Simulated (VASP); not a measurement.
Here is a VASP 6.6.1 calculation.

File INCAR:

```
SYSTEM = Mg5O
PREC = Accurate
ENCUT = 600
EDIFF = 1E-6
ISMEAR = 0
SIGMA = 0.1
LREAL = .False.
LASPH = .True.
NELM = 120
ALGO = Normal
ISIF = 2
LWAVE = .False.
LCHARG = .False.
GGA = PE
NBANDS = 17
GGA_COMPAT = .False.
```

KPOINTS

```
regular mesh
0
Gamma
  6 6 2
  0 0 0
```

POSCAR

```
Mg5O
1.0
    3.2377839966      0.0000000000      0.0000000000
   -1.6188919983      2.8040031930      0.0000000000
    0.0000000000      0.0000000000     13.1431196340
Mg O
5 1
Direct
    0.0000000000      0.0000000000      0.0243200838
    0.3333333333      0.6666666667      0.2281005275
    0.6666666667      0.3333333333      0.8069331683
    0.0000000000      0.0000000000      0.4180706745
    0.3333333333      0.6666666667      0.6062131681
    0.3333333333      0.6666666667      0.0763623778
```

Potentials or basis: VASP PAW PBE potentials, release 64 (Mg, O).

Run with:

```sh
$ cat potpaw_PBE.64/Mg/POTCAR potpaw_PBE.64/O/POTCAR > POTCAR
$ mpirun -np 1 vasp_std > vasp.out
```

(1) Predict the pressure.

(2) What does it give for the largest force?

(3) Predict the band gap on the k mesh.

## Answers

(1) 0.1 GPa.

(2) 0.064 eV/Å.

(3) zero (band 8 reaches 2.98 eV, above the bottom of band 9 at 1.76 eV).

Caveat: the k points lie up to 0.37 Å⁻¹ apart.
